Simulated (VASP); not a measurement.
Input of a VASP 6.6.1 run:

INCAR

```
SYSTEM = AlN
PREC = Accurate
ENCUT = 520
EDIFF = 1E-6
ISMEAR = -1
SIGMA = 0.05
LREAL = Auto
LASPH = .True.
NELM = 80
ALGO = Normal
ISIF = 2
LWAVE = .False.
LCHARG = .False.
GGA = PS
NBANDS = 326
```

KPOINTS

```
Automatic mesh
0
Gamma
  1 1 1
  0.5 0.5 0.5
```

File POSCAR:

```
AlN
1.0
    0.0000000000      8.7554440000      8.7554440000
    8.7554440000      0.0000000000      8.7554440000
    8.7554440000      8.7554440000      0.0000000000
Al N
64 64
Direct
    0.0000000000      0.0000000000      0.0000000000
    0.5000000000      0.0000000000      0.0000000000
    0.0000000000      0.5000000000      0.0000000000
    0.0000000000      0.0000000000      0.5000000000
    0.2500000000      0.2500000000      0.2500000000
    0.5000000000      0.5000000000      0.0000000000
[... 120 lines left out ...]
    0.0625000000      0.8125000000      0.8125000000
    0.5625000000      0.8125000000      0.8125000000
```

Potentials or basis: VASP PAW PBE potentials, release 64 (Al, N).

Run with:

```console
$ cat potpaw_PBE.64/Al/POTCAR potpaw_PBE.64/N/POTCAR > POTCAR
$ mpirun -np 1 vasp_std > vasp.out
```

(1) Estimate the band gap on the k mesh.

(2) Estimate the pressure.

## Answers

(1) 4.11 eV.

(2) 0.0 GPa.

Caveat: the k points lie up to 0.62 Å⁻¹ apart; the PAW data sets were made with another functional, which shifts forces and pressure a little; a shifted mesh leaves out Γ, where band edges can lie.
